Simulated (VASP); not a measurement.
# GeCN2 (R-3m) in VASP: dielectric tensor with PBE

Aim: the dielectric tensor of GeCN2 with PBE.

Program: VASP 6.6.1. These are calculated values, not measurements. Logs are shortened: lines on timing, memory, paths and dates and some standing lists are left out, and cuts for length are marked.

## 1. The cell of the first run

The structure is trigonal, space group R-3m (No. 166). Conventional cell: a = 3.588 Å, b = 3.588 Å, c = 14.766 Å, α = 90.00°, β = 90.00°, γ = 120.00°. Ge (site symmetry -3m) has 6 N at 2.40 Å within 3.2 Å. N (site symmetry 3m) has 1 C at 1.24 Å within 1.7 Å. C (site symmetry -3m) has 2 N at 1.24 Å within 1.7 Å.

## 2. Dielectric tensor, PBE

File INCAR:

```
SYSTEM = GeCN2
PREC = Accurate ; ENCUT = 520
EDIFF = 1E-8 ; ISMEAR = 0
SIGMA = 0.01 ; LREAL = .FALSE.
LASPH = .TRUE. ; NELM = 60
ALGO = Normal ; ISIF = 2
LWAVE = .FALSE. ; LCHARG = .FALSE.
GGA = PE ; LEPSILON = .TRUE.
```

File KPOINTS:

```
Automatic mesh
0
G
  8 8 8
  0 0 0
```

File POSCAR:

```
GeCN2
1.0
    1.7937903697      1.0356453528      4.9219572124
   -1.7937903697      1.0356453528      4.9219572124
    0.0000000000     -2.0712907056      4.9219572124
Ge N C
1 2 1
Direct
    0.0000000000      0.0000000000      0.0000000000
    0.5839044000      0.5839044000      0.5839044000
    0.4160956000      0.4160956000      0.4160956000
    0.5000000000      0.5000000000      0.5000000000
```

Potentials or basis: VASP PAW PBE potentials, release 64 (Ge_d, N, C).

On the command line:

```
$ cat potpaw_PBE.64/Ge_d/POTCAR potpaw_PBE.64/N/POTCAR potpaw_PBE.64/C/POTCAR > POTCAR
$ mpirun -np 1 vasp_std > vasp.out
```

OUTCAR:

```text
SYSTEM = GeCN2
   PREC = Accurate
   ENCUT = 520
   EDIFF = 1E-8
   ISMEAR = 0
   LREAL = .FALSE.
   LASPH = .TRUE.
   NELM = 60
   ISIF = 2
   GGA = PE
   LEPSILON = .TRUE.

 ion  position               nearest neighbor table
   1  0.000  0.000  0.000-
   2  0.584  0.584  0.584-   4 1.24
   3  0.416  0.416  0.416-   4 1.24
   4  0.500  0.500  0.500-   2 1.24   3 1.24

  LATTYP: Found a trigonal (rhomboedric) cell.
 ALAT       =     5.3400288377
 COS(alpha) =     0.7743235887

  Lattice vectors:

 A1 = (   1.7937903697,   1.0356453528,   4.9219572124)
 A2 = (  -1.7937903697,   1.0356453528,   4.9219572124)
 A3 = (   0.0000000000,  -2.0712907056,   4.9219572124)

Analysis of symmetry for initial positions (statically):
=====================================================================
 Subroutine PRICEL returns:
 Original cell was already a primitive cell.

 Routine SETGRP: Setting up the symmetry group for a
 trigonal (rhombohedral) supercell.

 Subroutine GETGRP returns: Found 12 space group operations
 (whereof 12 operations were pure point group operations)
 out of a pool of 12 trial point group operations.

The static configuration has the point symmetry D_3d.

Analysis of symmetry for dynamics (positions and initial velocities):
=====================================================================
 Subroutine PRICEL returns:
 Original cell was already a primitive cell.

 Routine SETGRP: Setting up the symmetry group for a
 trigonal (rhombohedral) supercell.

 Subroutine GETGRP returns: Found 12 space group operations
 (whereof 12 operations were pure point group operations)
 out of a pool of 12 trial point group operations.

The dynamic configuration has the point symmetry D_3d.

 Subroutine INISYM returns: Found 12 space group operations
 (whereof 12 operations are pure point group operations),
 and found     1 'primitive' translations

----------------------------------------------------------------------------------------

                                     Primitive cell

  volume of cell :      54.8620

  direct lattice vectors                    reciprocal lattice vectors
[... 666 lines left out ...]
      0.00000      0.00000      8.62186         0.000000      0.000000      0.073627
      0.00000      0.00000      6.14401         0.000000     -0.000000     -0.073627
      0.00000      0.00000      7.38294         0.000000      0.000000      0.000000
 -----------------------------------------------------------------------------------
    total drift:                               -0.000000      0.000000     -0.000000

  FREE ENERGIE OF THE ION-ELECTRON SYSTEM (eV)
  ---------------------------------------------------
  free  energy   TOTEN  =       -29.1657880414 eV

  energy  without entropy=      -29.1657880414  energy(sigma->0) =      -29.16578804

 HEAD OF MICROSCOPIC STATIC DIELECTRIC TENSOR (INDEPENDENT PARTICLE, excluding Hartree and local field effects)
 ------------------------------------------------------
           6.509414     0.000000     0.000000
           0.000000     6.509414    -0.000000
           0.000000     0.000000    16.928675
 ------------------------------------------------------

 Free energy of the ion-electron system (eV)
  ---------------------------------------------------
  ---------------------------------------------------
  free energy    TOTEN  =        -0.83202574 eV

  energy without entropy =       -0.83202574

------------------------ aborting loop because EDIFF is reached ----------------------------------------

--------------------------------------- Ionic step        2  -------------------------------------------

------------------------ aborting loop because EDIFF is reached ----------------------------------------

--------------------------------------- Ionic step        3  -------------------------------------------

 Free energy of the ion-electron system (eV)
  ---------------------------------------------------
  ---------------------------------------------------
  free energy    TOTEN  =        -2.41951253 eV

  energy without entropy =       -2.41951253

------------------------ aborting loop because EDIFF is reached ----------------------------------------

 PIEZOELECTRIC TENSOR FIELD DIRECTION 3  (e Angst)
 -----------------------------------------------------------------------------
     0.00325 -0.00000  0.00000           (  0.00001  0.00000  0.00000)
     0.00000  0.00325 -0.00000           (  0.00000  0.00001  0.00000)
     0.00000  0.00000  0.00059           (  0.00000  0.00000  0.00001)

 PIEZOELECTRIC TENSOR FIELD DIRECTION 3  (C/m^2)
 -----------------------------------------------------------------------------
     0.00095 -0.00000  0.00000
     0.00000  0.00095 -0.00000
     0.00000  0.00000  0.00017

 MACROSCOPIC STATIC DIELECTRIC TENSOR (including local field effects in DFT)
 ------------------------------------------------------
           6.113842     0.000000     0.000000
           0.000000     6.113842     0.000000
           0.000000     0.000000    15.935099
 ------------------------------------------------------

 PIEZOELECTRIC TENSOR (including local field effects)  for field in x, y, z        (e  Angst)
          XX          YY          ZZ          XY          YZ          ZX
  --------------------------------------------------------------------------------
  x     0.00000     0.00000     0.00000     0.00000     0.00000     0.00000
  y     0.00000     0.00000     0.00000     0.00000     0.00000     0.00000
  z     0.00000     0.00000     0.00000     0.00000     0.00000     0.00000

 PIEZOELECTRIC TENSOR (including local field effects)  for field in x, y, z        (C/m^2)
          XX          YY          ZZ          XY          YZ          ZX
  --------------------------------------------------------------------------------
  x     0.00000     0.00000     0.00000     0.00000     0.00000     0.00000
  y     0.00000     0.00000     0.00000     0.00000     0.00000     0.00000
  z     0.00000     0.00000     0.00000     0.00000     0.00000     0.00000

 BORN EFFECTIVE CHARGES (including local field effects) (in |e|, cummulative output)
 ---------------------------------------------------------------------------------
 ion    1
    1     4.14777     0.00000    -0.00000
    2     0.00000     4.14777     0.00000
    3     0.00000     0.00000     4.52288
 ion    2
    1    -1.54115     0.00000     0.00000
    2     0.00000    -1.54115     0.00000
    3     0.00000     0.00000    -7.42162
 ion    3
    1    -1.54115     0.00000     0.00000
    2     0.00000    -1.54115     0.00000
    3     0.00000     0.00000    -7.42162
 ion    4
    1    -1.06548     0.00000     0.00000
    2     0.00000    -1.06548    -0.00000
    3     0.00000    -0.00000    10.32035
```

OSZICAR:

```text
N       E                     dE             d eps       ncg     rms          rms(c)
DAV:   1     0.241808549971E+03    0.24181E+03   -0.14680E+04  2552   0.313E+03
DAV:   2    -0.123512469166E+01   -0.24304E+03   -0.23415E+03  2776   0.617E+02
DAV:   3    -0.313089631832E+02   -0.30074E+02   -0.29603E+02  2722   0.161E+02
[... 11 lines left out ...]
RMM:   8    -0.241920520698E+01   -0.90148E-03   -0.23608E-05  4857   0.279E-02    0.219E-03
RMM:   9    -0.241948733441E+01   -0.28213E-03   -0.29350E-06  5051   0.776E-03    0.146E-03
RMM:  10    -0.241951516133E+01   -0.27827E-04   -0.45366E-06  4859   0.344E-03    0.395E-04
RMM:  11    -0.241951332554E+01    0.18358E-05   -0.57741E-07  5101   0.103E-03    0.115E-04
RMM:  12    -0.241951415334E+01   -0.82780E-06   -0.10756E-06  4697   0.469E-04    0.270E-05
RMM:  13    -0.241951272687E+01    0.14265E-05    0.11202E-06  4014   0.285E-04    0.181E-05
RMM:  14    -0.241951253463E+01    0.19224E-06   -0.87142E-07  3035   0.240E-04    0.215E-06
```

stdout:

```text
POSCAR found type information on POSCAR GeN C
 POSCAR found :  3 types and       4 ions
 scaLAPACK will be used
 LDA part: xc-table for (Slater+PW92), standard interpolation
 POSCAR, INCAR and KPOINTS ok, starting setup
 FFT: planning ... GRIDC
 FFT: planning ... GRID_SOFT
 FFT: planning ... GRID
 WAVECAR not read
 entering main loop
 Linear response reoptimize wavefunctions to high precision
 Linear response G [H, r] |phi>, progress :
  Direction:   1
 Linear response G [H, r] |phi>, progress :
  Direction:   2
 Linear response G [H, r] |phi>, progress :
  Direction:   3
 Linear response to external field (no local field effect), progress :
  Direction:   1
 dielectric tensor                  component  1 :     7.629    -0.287    -1.750
 Linear response to external field (no local field effect), progress :
  Direction:   2
 dielectric tensor                  component  2 :    -0.287     5.390     2.566
 Linear response to external field (no local field effect), progress :
  Direction:   3
 dielectric tensor                  component  3 :    -1.750     2.566    16.929
 Linear response to external field, progress :
  Direction:   1
 dielectric tensor                  component  1 :     6.114     0.505     0.600
 Linear response to external field, progress :
  Direction:   2
 dielectric tensor                  component  2 :     0.506     6.114     0.000
 Linear response to external field, progress :
  Direction:   3
 dielectric tensor                  component  3 :    -1.687     2.474    15.935
 Born effective charges drift removed
```

It took 44 min on 1 thread of Intel Xeon Platinum 8375C at 2.90GHz (Ice Lake), shared host; peak memory 0.57 GiB.

What came out:

```yaml
Band_gap_on_the_k_mesh: 1.04 eV, indirect (least direct gap 1.98 eV)
Electronic_dielectric_tensor_diagonal: 6.11, 6.11, 15.94
Born_charges_mean_of_the_diagonal: Ge +4.27; N -3.50; C +2.73 e
```

Electronic dielectric tensor:
```
 6.11  0.00  0.00
 0.00  6.11  0.00
 0.00  0.00 15.94
```

Born effective charge tensors (e):
atom 1, Ge
```
4.15 0.00 0.00
0.00 4.15 0.00
0.00 0.00 4.52
```
atom 2, N
```
-1.54  0.00  0.00
 0.00 -1.54  0.00
 0.00  0.00 -7.42
```
atom 3, N
```
-1.54  0.00  0.00
 0.00 -1.54  0.00
 0.00  0.00 -7.42
```
atom 4, C
```
-1.07  0.00  0.00
 0.00 -1.07  0.00
 0.00  0.00 10.32
```
